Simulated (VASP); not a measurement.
# As (C2/m) in VASP: electric field gradients with LDA

Aim: the electric field gradients of As with LDA.

All numbers are computed with VASP 6.6.1; they aren't measurements. Logs are shortened: lines on timing, memory, paths and dates and some standing lists are left out, and cuts for length are marked.

**1. The cell of the first run**

The structure is monoclinic, space group C2/m (No. 12). Conventional cell: a = 5.202 Å, b = 3.003 Å, c = 4.865 Å, α = 90.00°, β = 90.00°, γ = 90.00°. As (site symmetry m) has 1 As at 1.73 Å within 2.3 Å.

**2. Electric field gradients, LDA (shortest bond scaled by 0.58)**

Input file INCAR:

```
  PREC = Accurate
  ENCUT = 520
  EDIFF = 1E-8
  ISMEAR = -1
  SIGMA = 0.05
  LREAL = F
  LASPH = T
  NELM = 80
  ALGO = Normal
  ISIF = 2
  LWAVE = F
  LCHARG = F
  LEFG = T
  NBANDS = 12
```

Input file KPOINTS:

```
regular mesh
0
Gamma
  11 11 6
```

Input file POSCAR:

```
As
1.0
    3.0031658500      0.0000000000      0.0000000000
   -1.5015829250      2.6008179178      0.0000000000
    0.0000000000      0.0000000000      4.8651286769
As
2
Direct
    0.1933333333      0.5966666667      0.1450000000
    0.8066666667      0.4033333333      0.8550000000
```

Potentials or basis: VASP PAW LDA potentials, release 64 (As).

On the command line:

```console
$ cat potpaw_LDA.64/As/POTCAR > POTCAR
$ mpirun -np 1 vasp_std > vasp.out
```

OUTCAR:

```text
PREC = Accurate
   ENCUT = 520
   EDIFF = 1E-8
   ISMEAR = -1
   LREAL = F
   LASPH = T
   NELM = 80
   ISIF = 2

 ion  position               nearest neighbor table
   1  0.193  0.597  0.145-   2 1.73   2 2.61   2 2.61
   2  0.807  0.403  0.855-   1 1.73   1 2.61   1 2.61

  LATTYP: Found a hexagonal cell.
 ALAT       =     3.0031658500
 C/A-ratio  =     1.6200000000

  Lattice vectors:

 A1 = (   3.0031658500,   0.0000000000,   0.0000000000)
 A2 = (  -1.5015829250,   2.6008179178,   0.0000000000)
 A3 = (   0.0000000000,   0.0000000000,   4.8651286769)

Analysis of symmetry for initial positions (statically):
=====================================================================
 Subroutine PRICEL returns:
 Original cell was already a primitive cell.

 Routine SETGRP: Setting up the symmetry group for a
 hexagonal supercell.

 Subroutine GETGRP returns: Found  4 space group operations
 (whereof  4 operations were pure point group operations)
 out of a pool of 24 trial point group operations.

The static configuration has the point symmetry C_2h.

Analysis of symmetry for dynamics (positions and initial velocities):
=====================================================================
 Subroutine PRICEL returns:
 Original cell was already a primitive cell.

 Routine SETGRP: Setting up the symmetry group for a
 hexagonal supercell.

 Subroutine GETGRP returns: Found  4 space group operations
 (whereof  4 operations were pure point group operations)
 out of a pool of 24 trial point group operations.

The dynamic configuration has the point symmetry C_2h.

 Subroutine INISYM returns: Found  4 space group operations
 (whereof  4 operations are pure point group operations),
 and found     1 'primitive' translations

----------------------------------------------------------------------------------------

                                     Primitive cell

  volume of cell :      38.0000

  direct lattice vectors                    reciprocal lattice vectors
     3.003165850  0.000000000  0.000000000     0.332981943  0.192247214  0.000000000
    -1.501582925  2.600817918  0.000000000     0.000000000  0.384494429  0.000000000
     0.000000000  0.000000000  4.865128677     0.000000000  0.000000000  0.205544409

  length of vectors
[... 127 lines left out ...]
  free energy    TOTEN  =        -3.87981006 eV

  energy without entropy =       -3.87023657  energy(sigma->0) =       -3.87502331

 E-fermi :   6.3441     XC(G=0): -10.3866

 val. band max:        6.3387688934   @ k =   0.0909  -0.4545   0.1667
 cond. band min:       6.3468621844   @ k =  -0.1818  -0.4545   0.1667
 fundamental gap:      0.0080932910
 Fermi energy:         6.3440935646

 k-point     1 :       0.0000    0.0000    0.0000
  band No.  band energies     occupation
      1     -12.2067      2.00000
      2      -2.8256      2.00000
      3       1.3081      2.00000
      4       7.3278      0.00000
      5       7.9571      0.00000
      6       8.9274      0.00000
      7      10.8880      0.00000
      8      15.8378      0.00000
      9      16.1257      0.00000
     10      17.5917      0.00000
     11      17.9938      0.00000
     12      18.6196      0.00000
[... 331 lines left out ...]
 k-point    24 :      -0.0909   -0.4545    0.0000
  band No.  band energies     occupation
      1      -8.9521      2.00000
      2      -3.3212      2.00000
      3       0.8695      2.00000
      4       3.0137      2.00000
      5       3.9524      2.00000
      6       5.9298      1.99950
      7       8.0281      0.00000
      8      10.4372      0.00000
      9      13.6996      0.00000
     10      16.6049      0.00000
     11      18.1549      0.00000
     12      21.3113      0.00000

 [... further k-points ...]
[... 5 lines left out ...]
  --------------------------------------------------------------------------------------
  -------------------------------------------------------------------------------------
  Total       17.3428335      9.0479072     31.2172924      7.1836169     10.5855956     18.3347894
  in kB      731.2182810    381.4829412   1316.2010070    302.8796889    446.3158228    773.0416836
  external PRESSURE =     809.6340764 kB  Pullay stress =       0.0000000 kB

 VOLUME and BASIS-vectors are now :
 -----------------------------------------------------------------------------
  energy-cutoff  :      520.00
  volume of cell :       38.00
      direct lattice vectors                 reciprocal lattice vectors
     3.003165850  0.000000000  0.000000000     0.332981943  0.192247214  0.000000000
    -1.501582925  2.600817918  0.000000000     0.000000000  0.384494429  0.000000000
     0.000000000  0.000000000  4.865128677     0.000000000  0.000000000  0.205544409

 POSITION                                       TOTAL-FORCE (eV/Angst)
 -----------------------------------------------------------------------------------
     -0.31533      1.55182      0.70544        13.068804      7.545277     22.356185
      1.81692      1.04900      4.15969       -13.068804     -7.545277    -22.356185
 -----------------------------------------------------------------------------------
    total drift:                                0.000000     -0.000000     -0.000000

  FREE ENERGIE OF THE ION-ELECTRON SYSTEM (eV)
  ---------------------------------------------------
  free  energy   TOTEN  =        -3.8798100586 eV

  energy  without entropy=       -3.8702365674  energy(sigma->0) =       -3.87502331

 Electric field gradients (V/A^2)
---------------------------------------------------------------------
 ion       V_xx      V_yy      V_zz      V_xy      V_xz      V_yz
---------------------------------------------------------------------
   1      95.939   127.598  -223.537   -27.416  -259.730  -149.955
   2      95.939   127.598  -223.537   -27.416  -259.730  -149.955
---------------------------------------------------------------------

 Electric field gradients after diagonalization (V/A^2)
 (convention: |V_zz| > |V_xx| > |V_yy|)
----------------------------------------------------------------------
 ion       V_xx      V_yy      V_zz     asymmetry (V_yy - V_xx)/ V_zz
----------------------------------------------------------------------
   1     264.436   143.427  -407.863       0.297
   2     264.436   143.427  -407.863       0.297
----------------------------------------------------------------------

           NMR quadrupolar parameters

 Cq : quadrupolar parameter    Cq=e*Q*V_zz/h
 eta: asymmetry parameters     (V_yy - V_xx)/ V_zz
 Q  : nuclear electric quadrupole moment in mb (millibarn)
----------------------------------------------------------------------
 ion       Cq(MHz)       eta       Q (mb)
----------------------------------------------------------------------
   1      -0.986       0.297       1.000
   2      -0.986       0.297       1.000
----------------------------------------------------------------------
```

It took 42 s on 1 thread of Intel Xeon 6975P-C, shared host; peak memory 0.2 GiB.

Results:

```yaml
Free_energy: -3.8798 eV
Pressure: 81.0 GPa
Largest_force: 26.973 eV/Å
Band_gap_on_the_k_mesh: zero (band 5 reaches 8.05 eV, above the bottom of band 6 at 5.63 eV)
```

Forces in eV/Å, atoms in the order of the input:
```
As   13.069   7.545  22.356
As  -13.069  -7.545 -22.356
```

Electric field gradients, principal values (V/Å²):
```
atom    least   middle  greatest (by size)
1 As  143.427  264.436            -407.863
2 As  143.427  264.436            -407.863
```

Caveat: the cell differs from its parent crystal (shortest bond scaled by 0.58); without QUAD_EFG the Cq values of the log hold for a quadrupole moment of 1 mb, not for the nuclei; forces of over 1 eV/Å act on the atoms, so gaps and moduli don't describe the material at rest.
